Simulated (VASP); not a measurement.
# Be6Pd (Pm-3m) in VASP: single point with PBE

Aim: the single point of Be6Pd with PBE.

Everything below comes from runs of VASP 6.6.1. Logs are shortened: lines on timing, memory, paths and dates and some standing lists are left out, and cuts for length are marked.

**1. The cell of the first run**

The structure is cubic, space group Pm-3m (No. 221). The conventional cell has a = 4.898 Å, b = 4.898 Å, c = 4.898 Å, α = 90.00°, β = 90.00°, γ = 90.00°. Within 2.6 Å of Be (site symmetry 4mm) lie 5 Be at 1.94 to 2.09 Å. Within 4.7 Å of Pd (site symmetry m-3m) lie 24 Be at 3.60 Å.

**2. Single point, PBE**

INCAR

```
SYSTEM = Be6Pd
PREC = Accurate ; ENCUT = 520
EDIFF = 1E-7 ; ISMEAR = 0
SIGMA = 0.1 ; LREAL = .FALSE.
LASPH = .TRUE. ; NELM = 80
ALGO = Fast ; ISIF = 2
LWAVE = .FALSE. ; LCHARG = .FALSE.
GGA = PE ; NBANDS = 20
```

KPOINTS

```
regular mesh
0
G
  8 8 8
  0 0 0
```

POSCAR

```
Be6Pd
1.0
    4.8978146477      0.0000000000      0.0000000000
    0.0000000000      4.8978146477      0.0000000000
    0.0000000000      0.0000000000      4.8978146477
Be Pd
6 1
Direct
    0.5000000000      0.5000000000      0.1975563225
    0.5000000000      0.5000000000      0.8024436775
    0.1975563225      0.5000000000      0.5000000000
    0.8024436775      0.5000000000      0.5000000000
    0.5000000000      0.1975563225      0.5000000000
    0.5000000000      0.8024436775      0.5000000000
    0.0000000000      0.0000000000      0.0000000000
```

Potentials or basis: VASP PAW PBE potentials, release 64 (Be, Pd).

Run with:

```bash
$ cat potpaw_PBE.64/Be/POTCAR potpaw_PBE.64/Pd/POTCAR > POTCAR
$ mpirun -np 1 vasp_std > vasp.out
```

OUTCAR:

```text
SYSTEM = Be6Pd
   PREC = Accurate
   ENCUT = 520
   EDIFF = 1E-7
   ISMEAR = 0
   LREAL = .FALSE.
   LASPH = .TRUE.
   NELM = 80
   ISIF = 2
   GGA = PE

 ion  position               nearest neighbor table
   1  0.500  0.500  0.198-   2 1.94   3 2.09   4 2.09   5 2.09   6 2.09
   2  0.500  0.500  0.802-   1 1.94   3 2.09   4 2.09   5 2.09   6 2.09
   3  0.198  0.500  0.500-   4 1.94   2 2.09   1 2.09   5 2.09   6 2.09
   4  0.802  0.500  0.500-   3 1.94   2 2.09   1 2.09   5 2.09   6 2.09
   5  0.500  0.198  0.500-   6 1.94   2 2.09   3 2.09   4 2.09   1 2.09
   6  0.500  0.802  0.500-   5 1.94   2 2.09   3 2.09   4 2.09   1 2.09
   7  0.000  0.000  0.000-

  LATTYP: Found a simple cubic cell.
 ALAT       =     4.8978146477

  Lattice vectors:

 A1 = (   4.8978146477,   0.0000000000,   0.0000000000)
 A2 = (   0.0000000000,   4.8978146477,   0.0000000000)
 A3 = (   0.0000000000,   0.0000000000,   4.8978146477)

Analysis of symmetry for initial positions (statically):
=====================================================================
 Subroutine PRICEL returns:
 Original cell was already a primitive cell.

 Routine SETGRP: Setting up the symmetry group for a
 simple cubic supercell.

 Subroutine GETGRP returns: Found 48 space group operations
 (whereof 48 operations were pure point group operations)
 out of a pool of 48 trial point group operations.

The static configuration has the point symmetry O_h .

Analysis of symmetry for dynamics (positions and initial velocities):
=====================================================================
 Subroutine PRICEL returns:
 Original cell was already a primitive cell.

 Routine SETGRP: Setting up the symmetry group for a
 simple cubic supercell.

 Subroutine GETGRP returns: Found 48 space group operations
 (whereof 48 operations were pure point group operations)
 out of a pool of 48 trial point group operations.

The dynamic configuration has the point symmetry O_h .

 Subroutine INISYM returns: Found 48 space group operations
 (whereof 48 operations are pure point group operations),
 and found     1 'primitive' translations

----------------------------------------------------------------------------------------

                                     Primitive cell

  volume of cell :     117.4917
[... 95 lines left out ...]
   LSORBIT =      F    spin-orbit coupling
   LASPH  =      T    aspherical Exc in radial PAW
   ENCUT  =  520.0 eV  38.22 Ry    6.18 a.u.   9.11  9.11  9.11*2*pi/ulx,y,z
   NELM   =     80;   NELMIN=  2; NELMDL= -5     # of ELM steps
   EDIFF  = 0.1E-06   stopping-criterion for ELM
   LREAL  =      F    real-space projection
   EDIFFG = 0.1E-05   stopping-criterion for IOM
   NSW    =      0    number of steps for IOM
   IBRION =     -1    ionic relax: 0-MD 1-quasi-New 2-CG
   NFREE  =      0    steps in history (QN), initial steepest desc. (CG)
   ISIF   =      2    stress and relaxation
   ISYM   =      2    0-nonsym 1-usesym 2-fastsym
   POTIM  = 0.5000    time-step for ionic-motion
   TEBEG  =    0.0;   TEEND  =   0.0 temperature during run
   PSTRESS=    0.0 pullay stress
   NELECT =      22.0000    total number of electrons
   NUPDOWN=      -1.0000    fix difference up-down
   EMIN   =  10.00;   EMAX   =-10.00  energy-range for DOS
   EFERMI =   0.00;   METHOD = LEGACY
   ISMEAR =     0;   SIGMA  =   0.10  broadening in eV -4-tet -1-fermi 0-gaus
   EFERMI_NEDOS =   21; number of points for ismear=-14 and -15
   IALGO  =     68    algorithm
   IMIX   =      4    mixing-type and parameters
     AMIX     =   0.40;   BMIX     =  1.00
     AMIX_MAG =   1.60;   BMIX_MAG =  1.00
  volume/ion in A,a.u.               =      16.78       113.27
  Fermi-wavevector in a.u.,A,eV,Ry     =   0.936584  1.769887 11.934888  0.877189
  Thomas-Fermi vector in A             =   2.063608
   LORBIT       =      0    0 simple, 1 ext, 2 COOP (PROOUT), +10 PAW based schemes
   GGA     = PE    functional components
   LHFCALC =     F    Hartree Fock is set to
   AEXX    =    0.0000 exact exchange contribution
   IVDW    =     0    specifies the selected vdW correction
   LEPSILON=     F    determine dielectric tensor
   LRPA    =     F    only Hartree local field effects (RPA)
 non-spin polarized calculation
 RMM-DIIS sequential band-by-band and
 Gauss-broadening in eV      SIGMA  =   0.10
  energy-cutoff  :      520.00
  volume of cell :      117.49
 maximum number of plane-waves:      3184
   NGX = 19   NGY = 19   NGZ = 19

 number of electron      22.0000005 magnetization

 Free energy of the ion-electron system (eV)
  ---------------------------------------------------
  ext. energy  EPLUGINS =         0.00000000
  ---------------------------------------------------
  free energy    TOTEN  =       -17.25018274 eV

  energy without entropy =      -17.23749526  energy(sigma->0) =      -17.24383900

 E-fermi :   1.6099     XC(G=0):  -8.5496

 val. band max:        1.5729077752   @ k =   0.2500   0.2500   0.2500
 cond. band min:       1.6285862353   @ k =   0.5000   0.3750   0.2500
 fundamental gap:      0.0556784601
 Fermi energy:         1.6099296953

 k-point     1 :       0.0000    0.0000    0.0000
  band No.  band energies     occupation
      1      -6.0416      2.00000
      2      -1.4317      2.00000
      3      -0.6944      2.00000
      4      -0.6944      2.00000
      5      -0.6944      2.00000
      6      -0.1119      2.00000
[... 541 lines left out ...]
     19       8.0470      0.00000
     20       9.1445      0.00000

 [... further k-points ...]
[... 5 lines left out ...]
  --------------------------------------------------------------------------------------
  -------------------------------------------------------------------------------------
  Total        0.0072131      0.0072131      0.0072131      0.0000000      0.0000000      0.0000000
  in kB        0.0983621      0.0983621      0.0983621      0.0000000      0.0000000      0.0000000
  external PRESSURE =       0.0983621 kB  Pullay stress =       0.0000000 kB

 VOLUME and BASIS-vectors are now :
 -----------------------------------------------------------------------------
  energy-cutoff  :      520.00
  volume of cell :      117.49
      direct lattice vectors                 reciprocal lattice vectors
     4.897814648  0.000000000  0.000000000     0.204172692  0.000000000  0.000000000
     0.000000000  4.897814648  0.000000000     0.000000000  0.204172692  0.000000000
     0.000000000  0.000000000  4.897814648     0.000000000  0.000000000  0.204172692

 POSITION                                       TOTAL-FORCE (eV/Angst)
 -----------------------------------------------------------------------------------
      2.44891      2.44891      0.96759        -0.000000     -0.000000     -0.013338
      2.44891      2.44891      3.93022        -0.000000      0.000000      0.013338
      0.96759      2.44891      2.44891        -0.013338     -0.000000      0.000000
      3.93022      2.44891      2.44891         0.013338      0.000000     -0.000000
      2.44891      0.96759      2.44891         0.000000     -0.013338     -0.000000
      2.44891      3.93022      2.44891         0.000000      0.013338      0.000000
      0.00000      0.00000      0.00000         0.000000      0.000000      0.000000
 -----------------------------------------------------------------------------------
    total drift:                                0.000000      0.000000      0.000000

  FREE ENERGIE OF THE ION-ELECTRON SYSTEM (eV)
  ---------------------------------------------------
  free  energy   TOTEN  =       -17.2501827393 eV

  energy  without entropy=      -17.2374952563  energy(sigma->0) =      -17.24383900
```

OSZICAR:

```text
N       E                     dE             d eps       ncg     rms          rms(c)
DAV:   1     0.542338380714E+02    0.54234E+02   -0.83064E+03  1400   0.886E+02
DAV:   2    -0.174165022383E+02   -0.71650E+02   -0.68130E+02  1728   0.156E+02
DAV:   3    -0.208957274894E+02   -0.34792E+01   -0.33325E+01  1756   0.330E+01
DAV:   4    -0.209597271021E+02   -0.64000E-01   -0.63707E-01  1644   0.479E+00
[... 15 lines left out ...]
RMM:  20    -0.172501929831E+02   -0.10228E-04   -0.91355E-06  1536   0.145E-02    0.251E-02
RMM:  21    -0.172501927449E+02    0.23819E-06   -0.42569E-07  1275   0.258E-03    0.248E-02
RMM:  22    -0.172501872008E+02    0.55441E-05   -0.86715E-07  1328   0.437E-03    0.169E-02
RMM:  23    -0.172501826628E+02    0.45381E-05   -0.60016E-06  1879   0.107E-02    0.151E-03
RMM:  24    -0.172501827393E+02   -0.76496E-07   -0.12967E-07   919   0.171E-03
   1 F= -.17250183E+02 E0= -.17243839E+02  d E =-.126875E-01
```

It took 83 s on 1 thread of Intel Xeon Platinum 8259CL at 2.50GHz (Skylake/Cascade Lake), shared host; peak memory 0.25 GiB.

What came out:

| Property | Result |
| --- | --- |
| Free energy | -17.2502 eV |
| Pressure | 0.0 GPa |
| Largest force | 0.013 eV/Å |
| Band gap on the k mesh | zero (bands 11 and 12 overlap by 0.83 eV) |

Forces on the atoms (eV/Å):
```
Be   0.000  0.000 -0.013
Be   0.000  0.000  0.013
Be  -0.013  0.000  0.000
Be   0.013  0.000  0.000
Be   0.000 -0.013  0.000
Be   0.000  0.013  0.000
Pd   0.000  0.000  0.000
```
